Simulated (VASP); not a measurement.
# BaLiMnF (P4/nmm) in VASP: further runs

The runs below take BaLiMnF through single point, with PBE.

Program: VASP 6.6.1. These are calculated values, not measurements. Logs are shortened: lines on timing, memory, paths and dates and some standing lists are left out, and cuts for length are marked.

## 1. The cell of the first run

Symmetry: P4/nmm, No. 129, tetragonal system. The conventional cell has a = 4.097 Å, b = 4.097 Å, c = 9.570 Å, α = 90.00°, β = 90.00°, γ = 90.00°. Ba (site symmetry 4mm) has 4 F at 2.63 Å and 4 Li at 3.38 Å within 3.5 Å. Within 3.3 Å of Mn (site symmetry -4m2) lie 4 Li at 2.47 Å and 4 Mn at 2.90 Å. Li (site symmetry 4mm) has 4 Mn at 2.47 Å and 4 Ba at 3.38 Å within 3.4 Å. Within 3.5 Å of F (site symmetry -4m2) lie 4 Ba at 2.63 Å and 4 F at 2.90 Å.

## 2. Single point, PBE

INCAR

```
SYSTEM = BaLiMnF
PREC = Accurate
ENCUT = 750
EDIFF = 1E-6
ISMEAR = -1
SIGMA = 0.0391
LREAL = .FALSE.
LASPH = .TRUE.
NELM = 120
ALGO = Normal
ISIF = 2
LWAVE = .FALSE.
LCHARG = .FALSE.
GGA = PE
NBANDS = 43
GGA_COMPAT = .FALSE.
```

KPOINTS

```
regular mesh
0
G
  4 4 2
  0 0 0
```

POSCAR

```
BaLiMnF
1.0
    4.0973282016      0.0000000000      0.0000000000
    0.0000000000      4.0973282016      0.0000000000
    0.0000000000      0.0000000000      9.5700747940
Ba Mn Li F
2 2 2 2
Direct
    0.2500000000      0.2500000000      0.3268479827
    0.7500000000      0.7500000000      0.6731520173
    0.2500000000      0.7500000000      0.0000000000
    0.7500000000      0.2500000000      0.0000000000
    0.7500000000      0.7500000000      0.1442575274
    0.2500000000      0.2500000000      0.8557424726
    0.2500000000      0.7500000000      0.5000000000
    0.7500000000      0.2500000000      0.5000000000
```

Potentials or basis: VASP PAW PBE potentials, release 64 (Ba_sv, Mn_pv, Li_sv, F).

The run is started by

```sh
cat potpaw_PBE.64/Ba_sv/POTCAR potpaw_PBE.64/Mn_pv/POTCAR potpaw_PBE.64/Li_sv/POTCAR potpaw_PBE.64/F/POTCAR > POTCAR
mpirun -np 1 vasp_std > vasp.out
```

OUTCAR:

```text
SYSTEM = BaLiMnF
   PREC = Accurate
   ENCUT = 750
   EDIFF = 1E-6
   ISMEAR = -1
   LREAL = .FALSE.
   LASPH = .TRUE.
   NELM = 120
   ISIF = 2
   GGA = PE

 ion  position               nearest neighbor table
   1  0.250  0.250  0.327-   7 2.63   8 2.63   7 2.63   8 2.63   5 3.38   5 3.38   5 3.38   5 3.38
                             4 3.74   3 3.74   4 3.74   3 3.74   2 4.40   2 4.40   2 4.40   2 4.40
   2  0.750  0.750  0.673-   7 2.63   8 2.63   8 2.63   7 2.63   6 3.38   6 3.38   6 3.38   6 3.38
                             3 3.74   4 3.74   4 3.74   3 3.74   1 4.40   1 4.40   1 4.40   1 4.40
   3  0.250  0.750  0.000-   5 2.47   6 2.47   6 2.47   5 2.47   4 2.90   4 2.90   4 2.90   4 2.90
                             2 3.74   1 3.74   2 3.74   1 3.74
   4  0.750  0.250  0.000-   5 2.47   6 2.47   5 2.47   6 2.47   3 2.90   3 2.90   3 2.90   3 2.90
                             1 3.74   2 3.74   2 3.74   1 3.74
   5  0.750  0.750  0.144-   3 2.47   4 2.47   4 2.47   3 2.47   1 3.38   1 3.38   1 3.38   1 3.38

   6  0.250  0.250  0.856-   3 2.47   4 2.47   3 2.47   4 2.47   2 3.38   2 3.38   2 3.38   2 3.38

   7  0.250  0.750  0.500-   1 2.63   2 2.63   1 2.63   2 2.63
   8  0.750  0.250  0.500-   1 2.63   2 2.63   2 2.63   1 2.63

  LATTYP: Found a simple tetragonal cell.
 ALAT       =     4.0973282016
 C/A-ratio  =     2.3356866531

  Lattice vectors:

 A1 = (   4.0973282016,   0.0000000000,   0.0000000000)
 A2 = (   0.0000000000,   4.0973282016,   0.0000000000)
 A3 = (   0.0000000000,   0.0000000000,   9.5700747940)

Analysis of symmetry for initial positions (statically):
=====================================================================
 Subroutine PRICEL returns:
 Original cell was already a primitive cell.

 Routine SETGRP: Setting up the symmetry group for a
 simple tetragonal supercell.

 Subroutine GETGRP returns: Found 16 space group operations
 (whereof  4 operations were pure point group operations)
 out of a pool of 16 trial point group operations.

The static configuration has the point symmetry C_2h.
 The point group associated with its full space group is D_4h.

Analysis of symmetry for dynamics (positions and initial velocities):
=====================================================================
 Subroutine PRICEL returns:
 Original cell was already a primitive cell.

 Routine SETGRP: Setting up the symmetry group for a
 simple tetragonal supercell.

 Subroutine GETGRP returns: Found 16 space group operations
 (whereof  4 operations were pure point group operations)
 out of a pool of 16 trial point group operations.

The dynamic configuration has the point symmetry C_2h.
 The point group associated with its full space group is D_4h.

 Subroutine INISYM returns: Found 16 space group operations
 (whereof  4 operations are pure point group operations),
 and found     1 'primitive' translations

----------------------------------------------------------------------------------------

                                     Primitive cell

  volume of cell :     160.6634

  direct lattice vectors                    reciprocal lattice vectors
     4.097328202  0.000000000  0.000000000     0.244061484  0.000000000  0.000000000
     0.000000000  4.097328202  0.000000000     0.000000000  0.244061484  0.000000000
     0.000000000  0.000000000  9.570074794     0.000000000  0.000000000  0.104492391

  length of vectors
     4.097328202  4.097328202  9.570074794     0.244061484  0.244061484  0.104492391

  position of ions in fractional coordinates (direct lattice)
     0.250000000  0.250000000  0.326847983
     0.750000000  0.750000000  0.673152017
     0.250000000  0.750000000  0.000000000
     0.750000000  0.250000000  0.000000000
     0.750000000  0.750000000  0.144257527
     0.250000000  0.250000000  0.855742473
     0.250000000  0.750000000  0.500000000
     0.750000000  0.250000000  0.500000000

  ion indices of the primitive-cell ions
   primitive index   ion index
                 1           1
                 2           2
                 3           3
                 4           4
                 5           5
                 6           6
                 7           7
                 8           8

----------------------------------------------------------------------------------------

 KPOINTS: regular mesh

Automatic generation of k-mesh.
 Grid dimensions read from file:
 generate k-points for:    4    4    2

 Generating k-lattice:

  Cartesian coordinates                     Fractional coordinates (reciprocal lattice)
     0.061015371  0.000000000  0.000000000     0.250000000  0.000000000  0.000000000
     0.000000000  0.061015371  0.000000000     0.000000000  0.250000000  0.000000000
     0.000000000  0.000000000  0.052246196     0.000000000  0.000000000  0.500000000

  Length of vectors
     0.061015371  0.061015371  0.052246196

  Shift w.r.t. Gamma in fractional coordinates (k-lattice)
     0.000000000  0.000000000  0.000000000

 Subroutine IBZKPT returns following result:
 ===========================================

 Found     12 irreducible k-points:

 Following reciprocal coordinates:
            Coordinates               Weight
  0.000000  0.000000  0.000000      1.000000
  0.250000  0.000000  0.000000      4.000000
  0.500000  0.000000  0.000000      2.000000
  0.250000  0.250000  0.000000      4.000000
  0.500000  0.250000  0.000000      4.000000
  0.500000  0.500000  0.000000      1.000000
  0.000000  0.000000  0.500000      1.000000
  0.250000  0.000000  0.500000      4.000000
  0.500000  0.000000  0.500000      2.000000
  0.250000  0.250000  0.500000      4.000000
  0.500000  0.250000  0.500000      4.000000
  0.500000  0.500000  0.500000      1.000000
   k-points           NKPTS =     12   k-points in BZ     NKDIM =     12   number of bands    NBANDS=     43
   number of dos      NEDOS =    301   number of ions     NIONS =      8
   total plane-waves  NPLWV = 144000
   dimension x,y,z NGX =    40 NGY =   40 NGZ =   90
   dimension x,y,z NGXF=    80 NGYF=   80 NGZF=  180
   ions per type =               2   2   2   2
   NGX,Y,Z   is equivalent  to a cutoff of  16.23, 16.23, 15.63 a.u.
   NGXF,Y,Z  is equivalent  to a cutoff of  32.46, 32.46, 31.27 a.u.
 SYSTEM =  BaLiMnF
   PREC   = accura    normal or accurate (medium, high low for compatibility)
   ISTART =      0    job   : 0-new  1-cont  2-samecut
   ICHARG =      2    charge: 1-file 2-atom 10-const
   ISPIN  =      1    spin polarized calculation?
   LNONCOLLINEAR =      F non collinear calculations
   LSORBIT =      F    spin-orbit coupling
   LASPH  =      T    aspherical Exc in radial PAW
   ENCUT  =  750.0 eV  55.12 Ry    7.42 a.u.   9.15  9.15 21.37*2*pi/ulx,y,z
   NELM   =    120;   NELMIN=  2; NELMDL= -5     # of ELM steps
   EDIFF  = 0.1E-05   stopping-criterion for ELM
   LREAL  =      F    real-space projection
   EDIFFG = 0.1E-04   stopping-criterion for IOM
   NSW    =      0    number of steps for IOM
   IBRION =     -1    ionic relax: 0-MD 1-quasi-New 2-CG
   NFREE  =      0    steps in history (QN), initial steepest desc. (CG)
   ISIF   =      2    stress and relaxation
   ISYM   =      2    0-nonsym 1-usesym 2-fastsym
   POTIM  = 0.5000    time-step for ionic-motion
   TEBEG  =    0.0;   TEEND  =   0.0 temperature during run
   PSTRESS=    0.0 pullay stress
   NELECT =      66.0000    total number of electrons
   NUPDOWN=      -1.0000    fix difference up-down
   EMIN   =  10.00;   EMAX   =-10.00  energy-range for DOS
   EFERMI =   0.00;   METHOD = LEGACY
   ISMEAR =    -1;   SIGMA  =   0.04  broadening in eV -4-tet -1-fermi 0-gaus
   EFERMI_NEDOS =   21; number of points for ismear=-14 and -15
   IALGO  =     38    algorithm
   IMIX   =      4    mixing-type and parameters
     AMIX     =   0.40;   BMIX     =  1.00
     AMIX_MAG =   1.60;   BMIX_MAG =  1.00
  volume/ion in A,a.u.               =      20.08       135.53
  Fermi-wavevector in a.u.,A,eV,Ry     =   1.216981  2.299761 20.150816  1.481043
  Thomas-Fermi vector in A             =   2.352317
   LORBIT       =      0    0 simple, 1 ext, 2 COOP (PROOUT), +10 PAW based schemes
   GGA     = PE    functional components
   LHFCALC =     F    Hartree Fock is set to
   AEXX    =    0.0000 exact exchange contribution
   IVDW    =     0    specifies the selected vdW correction
   LEPSILON=     F    determine dielectric tensor
   LRPA    =     F    only Hartree local field effects (RPA)
 non-spin polarized calculation
  energy-cutoff  :      750.00
  volume of cell :      160.66
 maximum number of plane-waves:      7514
 NGX is ok and might be reduce to    40
   NGX = 19   NGY = 19   NGZ = 43

 number of electron      65.9999992 magnetization

 Free energy of the ion-electron system (eV)
  ---------------------------------------------------
  ext. energy  EPLUGINS =         0.00000000
  ---------------------------------------------------
  free energy    TOTEN  =       -34.83597433 eV

  energy without entropy =      -34.78187587  energy(sigma->0) =      -34.80892510

 E-fermi :   3.4713     XC(G=0):  -9.2847

 val. band max:        3.4572696734   @ k =   0.5000   0.2500   0.0000
 cond. band min:       3.4998029461   @ k =   0.5000   0.0000   0.0000
 fundamental gap:      0.0425332726
 Fermi energy:         3.4712586227

 k-point     1 :       0.0000    0.0000    0.0000
  band No.  band energies     occupation
      1     -44.1236      2.00000
      2     -44.1236      2.00000
      3     -44.0509      2.00000
      4     -44.0509      2.00000
      5     -43.9030      2.00000
      6     -43.8843      2.00000
[... 35 lines left out ...]
     42       5.8061      0.00000
     43       7.8351      0.00000

 k-point     2 :       0.2500    0.0000    0.0000
  band No.  band energies     occupation
      1     -44.1143      2.00000
      2     -44.1130      2.00000
      3     -44.0630      2.00000
      4     -44.0616      2.00000
      5     -43.8998      2.00000
      6     -43.8866      2.00000
[... 35 lines left out ...]
     42       6.4780      0.00000
     43       7.1160      0.00000

 k-point     3 :       0.5000    0.0000    0.0000
  band No.  band energies     occupation
      1     -44.0900      2.00000
      2     -44.0900      2.00000
      3     -44.0873      2.00000
      4     -44.0873      2.00000
      5     -43.8928      2.00000
      6     -43.8928      2.00000
[... 35 lines left out ...]
     42       6.4415      0.00000
     43       6.8732      0.00000

 k-point     4 :       0.2500    0.2500    0.0000
  band No.  band energies     occupation
      1     -44.1294      2.00000
      2     -44.0932      2.00000
      3     -44.0841      2.00000
      4     -44.0477      2.00000
      5     -43.8974      2.00000
      6     -43.8881      2.00000
[... 311 lines left out ...]
     42       6.4898      0.00000
     43       6.8757      0.00000

 k-point    11 :       0.5000    0.2500    0.5000
  band No.  band energies     occupation
      1     -44.1214      2.00000
      2     -44.1214      2.00000
      3     -44.0571      2.00000
      4     -44.0571      2.00000
      5     -43.8923      2.00000
      6     -43.8923      2.00000
[... 35 lines left out ...]
     42       6.1293      0.00000
     43       7.7863      0.00000

 k-point    12 :       0.5000    0.5000    0.5000
  band No.  band energies     occupation
      1     -44.1352      2.00000
      2     -44.1352      2.00000
      3     -44.0444      2.00000
      4     -44.0444      2.00000
      5     -43.8919      2.00000
      6     -43.8919      2.00000
[... 35 lines left out ...]
     42       5.4026      0.00000
     43       9.0113      0.00000

------------------------ aborting loop because EDIFF is reached ----------------------------------------

  FORCE on cell =-STRESS in cart. coord.  units (eV):
  Direction    XX          YY          ZZ          XY          YZ          ZX
  --------------------------------------------------------------------------------------
  -------------------------------------------------------------------------------------
  Total        0.5513161      0.5513161      0.7377922      0.0000000     -0.0000000      0.0000000
  in kB        5.4978695      5.4978695      7.3574577      0.0000000     -0.0000000      0.0000000
  external PRESSURE =       6.1177323 kB  Pullay stress =       0.0000000 kB

 VOLUME and BASIS-vectors are now :
 -----------------------------------------------------------------------------
  energy-cutoff  :      750.00
  volume of cell :      160.66
      direct lattice vectors                 reciprocal lattice vectors
     4.097328202  0.000000000  0.000000000     0.244061484  0.000000000  0.000000000
     0.000000000  4.097328202  0.000000000     0.000000000  0.244061484  0.000000000
     0.000000000  0.000000000  9.570074794     0.000000000  0.000000000  0.104492391

 POSITION                                       TOTAL-FORCE (eV/Angst)
 -----------------------------------------------------------------------------------
      1.02433      1.02433      3.12796         0.000000     -0.000000     -0.133878
      3.07300      3.07300      6.44212         0.000000     -0.000000      0.133878
      1.02433      3.07300      0.00000        -0.000000      0.000000      0.000000
      3.07300      1.02433      0.00000        -0.000000     -0.000000      0.000000
      3.07300      3.07300      1.38056         0.000000     -0.000000     -0.011754
      1.02433      1.02433      8.18952         0.000000     -0.000000      0.011754
      1.02433      3.07300      4.78504         0.000000     -0.000000      0.000000
      3.07300      1.02433      4.78504         0.000000      0.000000      0.000000
 -----------------------------------------------------------------------------------
    total drift:                               -0.000000      0.000000     -0.000000

  FREE ENERGIE OF THE ION-ELECTRON SYSTEM (eV)
  ---------------------------------------------------
  free  energy   TOTEN  =       -34.8359743266 eV

  energy  without entropy=      -34.7818758652  energy(sigma->0) =      -34.80892510
```

Run time: 6.2 min. Hardware: 1 thread of Intel Xeon 8259CL, shared host; peak memory 0.46 GiB.

What came out:

```
Free energy            : -34.8360 eV
Pressure               : 0.6 GPa
Largest force          : 0.134 eV/Å
Band gap on the k mesh : zero (bands 33 and 34 overlap by 0.57 eV)
```

Forces in eV/Å, atoms in the order of the input:
```
Ba   0.000  0.000 -0.134
Ba   0.000  0.000  0.134
Mn   0.000  0.000  0.000
Mn   0.000  0.000  0.000
Li   0.000  0.000 -0.012
Li   0.000  0.000  0.012
F    0.000  0.000  0.000
F    0.000  0.000  0.000
```

Stress tensor (GPa, compression positive):
```
0.55 0.00 0.00
0.00 0.55 0.00
0.00 0.00 0.74
```

Caveat: the k points lie up to 0.38 Å⁻¹ apart, too coarse for converged energies and pressures of a metal; spin-orbit coupling is left out, which moves the levels of the heavy elements; the run has no spin polarisation, though such a crystal can be magnetic.

(Continued in part 2 of 2.)
